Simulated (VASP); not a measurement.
# Pb (Fm-3m) in VASP: a series of runs

Runs on Pb. Level: PBE. Tasks: single point.

Program: VASP 6.6.1. These are calculated values, not measurements. Logs are shortened: lines on timing, memory, paths and dates and some standing lists are left out, and cuts for length are marked.

### 1 The cell of the first run

Symmetry: Fm-3m, No. 225, cubic system. Conventional cell: a = 4.025 Å, b = 4.025 Å, c = 4.025 Å, α = 90.00°, β = 90.00°, γ = 90.00°. Pb (site symmetry m-3m) has 12 Pb at 2.85 Å within 3.8 Å.

### 2 Single point, PBE

Input file INCAR:

```
ALGO = Normal
EDIFF = 1E-7
ENCUT = 520
GGA = PE
ISIF = 2
ISMEAR = -1
LASPH = T
LCHARG = F
LREAL = F
LWAVE = F
NBANDS = 13
NELM = 60
PREC = Accurate
SIGMA = 0.08
```

Input file KPOINTS:

```
k-points
0
Gamma
  16 16 16
```

Input file POSCAR:

```
Pb
1.0
    0.0000000000      2.0126685390      2.0126685390
    2.0126685390      0.0000000000      2.0126685390
    2.0126685390      2.0126685390      0.0000000000
Pb
1
Direct
    0.0000000000      0.0000000000      0.0000000000
```

Potentials or basis: VASP PAW PBE potentials, release 64 (Pb_d).

Command:

```sh
$ cat potpaw_PBE.64/Pb_d/POTCAR > POTCAR
$ mpirun -np 1 vasp_std > vasp.out
```

OUTCAR:

```text
EDIFF = 1E-7
   ENCUT = 520
   GGA = PE
   ISIF = 2
   ISMEAR = -1
   LASPH = T
   LREAL = F
   NELM = 60
   PREC = Accurate

 ion  position               nearest neighbor table
   1  0.000  0.000  0.000-

  LATTYP: Found a face centered cubic cell.
 ALAT       =     4.0253370780

  Lattice vectors:

 A1 = (   0.0000000000,   2.0126685390,   2.0126685390)
 A2 = (   2.0126685390,   0.0000000000,   2.0126685390)
 A3 = (   2.0126685390,   2.0126685390,   0.0000000000)

Analysis of symmetry for initial positions (statically):
=====================================================================
 Subroutine PRICEL returns:
 Original cell was already a primitive cell.

 Routine SETGRP: Setting up the symmetry group for a
 face centered cubic supercell.

 Subroutine GETGRP returns: Found 48 space group operations
 (whereof 48 operations were pure point group operations)
 out of a pool of 48 trial point group operations.

The static configuration has the point symmetry O_h .

Analysis of symmetry for dynamics (positions and initial velocities):
=====================================================================
 Subroutine PRICEL returns:
 Original cell was already a primitive cell.

 Routine SETGRP: Setting up the symmetry group for a
 face centered cubic supercell.

 Subroutine GETGRP returns: Found 48 space group operations
 (whereof 48 operations were pure point group operations)
 out of a pool of 48 trial point group operations.

The dynamic configuration has the point symmetry O_h .

 Subroutine INISYM returns: Found 48 space group operations
 (whereof 48 operations are pure point group operations),
 and found     1 'primitive' translations

----------------------------------------------------------------------------------------

                                     Primitive cell

  volume of cell :      16.3060

  direct lattice vectors                    reciprocal lattice vectors
     0.000000000  2.012668539  2.012668539    -0.248426400  0.248426400  0.248426400
     2.012668539  0.000000000  2.012668539     0.248426400 -0.248426400  0.248426400
     2.012668539  2.012668539  0.000000000     0.248426400  0.248426400 -0.248426400

  length of vectors
     2.846343144  2.846343144  2.846343144     0.430287147  0.430287147  0.430287147

  position of ions in fractional coordinates (direct lattice)
     0.000000000  0.000000000  0.000000000

  ion indices of the primitive-cell ions
[... 70 lines left out ...]
   LSORBIT =      F    spin-orbit coupling
   LASPH  =      T    aspherical Exc in radial PAW
   ENCUT  =  520.0 eV  38.22 Ry    6.18 a.u.   5.29  5.29  5.29*2*pi/ulx,y,z
   NELM   =     60;   NELMIN=  2; NELMDL= -5     # of ELM steps
   EDIFF  = 0.1E-06   stopping-criterion for ELM
   LREAL  =      F    real-space projection
   EDIFFG = 0.1E-05   stopping-criterion for IOM
   NSW    =      0    number of steps for IOM
   IBRION =     -1    ionic relax: 0-MD 1-quasi-New 2-CG
   NFREE  =      0    steps in history (QN), initial steepest desc. (CG)
   ISIF   =      2    stress and relaxation
   ISYM   =      2    0-nonsym 1-usesym 2-fastsym
   POTIM  = 0.5000    time-step for ionic-motion
   TEBEG  =    0.0;   TEEND  =   0.0 temperature during run
   PSTRESS=    0.0 pullay stress
   NELECT =      14.0000    total number of electrons
   NUPDOWN=      -1.0000    fix difference up-down
   EMIN   =  10.00;   EMAX   =-10.00  energy-range for DOS
   EFERMI =   0.00;   METHOD = LEGACY
   ISMEAR =    -1;   SIGMA  =   0.08  broadening in eV -4-tet -1-fermi 0-gaus
   EFERMI_NEDOS =   21; number of points for ismear=-14 and -15
   IALGO  =     38    algorithm
   IMIX   =      4    mixing-type and parameters
     AMIX     =   0.40;   BMIX     =  1.00
     AMIX_MAG =   1.60;   BMIX_MAG =  1.00
  volume/ion in A,a.u.               =      16.31       110.04
  Fermi-wavevector in a.u.,A,eV,Ry     =   1.555973  2.940362 32.940391  2.421050
  Thomas-Fermi vector in A             =   2.659836
   LORBIT       =      0    0 simple, 1 ext, 2 COOP (PROOUT), +10 PAW based schemes
   GGA     = PE    functional components
[... 5 lines left out ...]
 non-spin polarized calculation
  energy-cutoff  :      520.00
  volume of cell :       16.31
 maximum number of plane-waves:       459
 NGX is ok and might be reduce to    24
   NGX = 11   NGY = 11   NGZ = 11

 number of electron      13.9999998 magnetization

 Free energy of the ion-electron system (eV)
  ---------------------------------------------------
  ext. energy  EPLUGINS =         0.00000000
  ---------------------------------------------------
  free energy    TOTEN  =        -0.03294442 eV

  energy without entropy =       -0.02266047  energy(sigma->0) =       -0.02780245

 E-fermi :  17.4862     XC(G=0): -13.5553

 val. band max:       17.4626491061   @ k =  -0.4375   0.4375   0.0625
 cond. band min:      17.4968407736   @ k =  -0.3750   0.5000   0.1250
 fundamental gap:      0.0341916675
 Fermi energy:        17.4861551368

 k-point     1 :       0.0000    0.0000    0.0000
  band No.  band energies     occupation
      1      -1.7042      2.00000
      2      -1.7042      2.00000
      3      -1.7042      2.00000
      4      -1.0106      2.00000
      5      -0.9255      2.00000
      6      -0.9255      2.00000
      7      25.8374      0.00000
      8      28.8721      0.00000
      9      28.8721      0.00000
     10      28.8721      0.00000
     11      34.9824      0.00000
     12      35.6063      0.00000
     13      35.6063      0.00000
[... 354 lines left out ...]
  band No.  band energies     occupation
      1      -1.7443      2.00000
      2      -1.6405      2.00000
      3      -1.6314      2.00000
      4      -0.9746      2.00000
      5      -0.9266      2.00000
      6      -0.6152      2.00000
      7      25.7222      0.00000
      8      26.6798      0.00000
      9      28.1762      0.00000
     10      29.4814      0.00000
     11      33.2741      0.00000
     12      35.1178      0.00000
     13      35.4779      0.00000

 [... further k-points ...]
[... 5 lines left out ...]
  --------------------------------------------------------------------------------------
  -------------------------------------------------------------------------------------
  Total       14.2286288     14.2286288     14.2286288     -0.0000000      0.0000000     -0.0000000
  in kB     1398.0633842   1398.0633842   1398.0633842     -0.0000000      0.0000000     -0.0000000
  external PRESSURE =    1398.0633842 kB  Pullay stress =       0.0000000 kB

 VOLUME and BASIS-vectors are now :
 -----------------------------------------------------------------------------
  energy-cutoff  :      520.00
  volume of cell :       16.31
      direct lattice vectors                 reciprocal lattice vectors
     0.000000000  2.012668539  2.012668539    -0.248426400  0.248426400  0.248426400
     2.012668539  0.000000000  2.012668539     0.248426400 -0.248426400  0.248426400
     2.012668539  2.012668539  0.000000000     0.248426400  0.248426400 -0.248426400

 POSITION                                       TOTAL-FORCE (eV/Angst)
 -----------------------------------------------------------------------------------
      0.00000      0.00000      0.00000         0.000000      0.000000      0.000000
 -----------------------------------------------------------------------------------
    total drift:                               -0.000000      0.000000      0.000000

  FREE ENERGIE OF THE ION-ELECTRON SYSTEM (eV)
  ---------------------------------------------------
  free  energy   TOTEN  =        -0.0329444238 eV

  energy  without entropy=       -0.0226604666  energy(sigma->0) =       -0.02780245
```

OSZICAR:

```text
N       E                     dE             d eps       ncg     rms          rms(c)
DAV:   1     0.107593311455E+03    0.10759E+03   -0.72560E+03  3933   0.156E+03
DAV:   2     0.397684872935E+01   -0.10362E+03   -0.99705E+02  4070   0.339E+02
DAV:   3    -0.707344781206E-01   -0.40476E+01   -0.40206E+01  4632   0.727E+01
DAV:   4    -0.139320143877E+00   -0.68586E-01   -0.68562E-01  4553   0.878E+00
DAV:   5    -0.141595260954E+00   -0.22751E-02   -0.22751E-02  5066   0.158E+00    0.185E+00
DAV:   6    -0.688716402260E-01    0.72724E-01   -0.31194E-02  5664   0.444E+00    0.946E-01
DAV:   7    -0.348243732624E-01    0.34047E-01   -0.20496E-02  6014   0.322E+00    0.127E-01
DAV:   8    -0.329512428511E-01    0.18731E-02   -0.12933E-03  4915   0.650E-01    0.146E-02
DAV:   9    -0.329523429421E-01   -0.11001E-05   -0.23141E-05  5084   0.757E-02    0.100E-02
DAV:  10    -0.329446743422E-01    0.76686E-05   -0.15699E-06  5177   0.185E-02    0.627E-04
DAV:  11    -0.329445437055E-01    0.13064E-06   -0.28945E-08  3168   0.319E-03    0.299E-04
DAV:  12    -0.329444296924E-01    0.11401E-06   -0.87723E-09  2640   0.115E-03    0.470E-05
DAV:  13    -0.329444238291E-01    0.58633E-08   -0.21698E-09  2350   0.840E-04
   1 F= -.32944424E-01 E0= -.27802445E-01  d E =-.102840E-01
```

It took 11 s on 1 thread of Intel Xeon 6975P-C (Granite Rapids), shared host; peak memory 0.16 GiB.

What came out:

```
Free energy            : -0.0329 eV
Pressure               : 139.8 GPa
Band gap on the k mesh : zero (band 7 reaches 26.00 eV, above the bottom of band 8 at 14.23 eV)
```

Levels at points of the mesh, in eV from the Fermi level:
```
           k point  band 5  band 6  band 7  band 8  band 9  band 10
(0.00, 0.00, 0.00)  -18.41  -18.41    8.35   11.39   11.39    11.39
(0.50, 0.00, 0.00)  -17.75   -9.15   -8.92    7.90    8.78     8.78
(0.50, 0.50, 0.00)  -17.58   -7.17   -5.94    1.88    1.88     7.87
```

Caveat: spin-orbit coupling is left out, which moves the levels of the heavy elements.

### 3 Single point, PBE

Input file INCAR:

```
SYSTEM = Pb
PREC = Accurate
ENCUT = 520
EDIFF = 1E-7
ISMEAR = -1
SIGMA = 0.08
LREAL = .False.
LASPH = .True.
NELM = 80
ALGO = Normal
ISIF = 2
LWAVE = .False.
LCHARG = .True.
GGA = PE
LELF = .True.
LVHAR = .True.
NBANDS = 13
```

Input file KPOINTS:

```
regular mesh
0
Gamma
  16 16 16
  0 0 0
```

Input file POSCAR:

```
Pb
1.0
    0.0000000000      2.0125034288      2.0125034288
    2.0125034288      0.0000000000      2.0125034288
    2.0125034288      2.0125034288      0.0000000000
Pb
1
Direct
    0.0000000000      0.0000000000      0.0000000000
```

Potentials or basis: VASP PAW PBE potentials, release 64 (Pb_d).

Command:

```sh
$ cat potpaw_PBE.64/Pb_d/POTCAR > POTCAR
$ mpirun -np 1 vasp_std > vasp.out
```

Wall time 14 s (1 thread of Intel Xeon 6975P-C (Granite Rapids), shared host); peak memory 0.16 GiB.

The run converged. Its results:

| Quantity | Value |
| --- | --- |
| Free energy | -0.0294 eV |
| Pressure | 139.9 GPa |
| Band gap on the k mesh | zero (band 7 reaches 26.00 eV, above the bottom of band 8 at 14.24 eV) |

Levels at points of the mesh, in eV from the Fermi level:
```tsv
k point	band 4	band 5	band 6	band 7	band 8	band 9	band 10	band 11
(0.00, 0.00, 0.00)	-18.50	-18.41	-18.41	8.35	11.39	11.39	11.39	17.50
(0.50, 0.00, 0.00)	-17.75	-17.75	-9.15	-8.93	7.90	8.78	8.78	15.59
(0.50, 0.50, 0.00)	-17.58	-17.58	-7.17	-5.94	1.88	1.88	7.87	9.29
```

Caveat: spin-orbit coupling is left out, which moves the levels of the heavy elements.
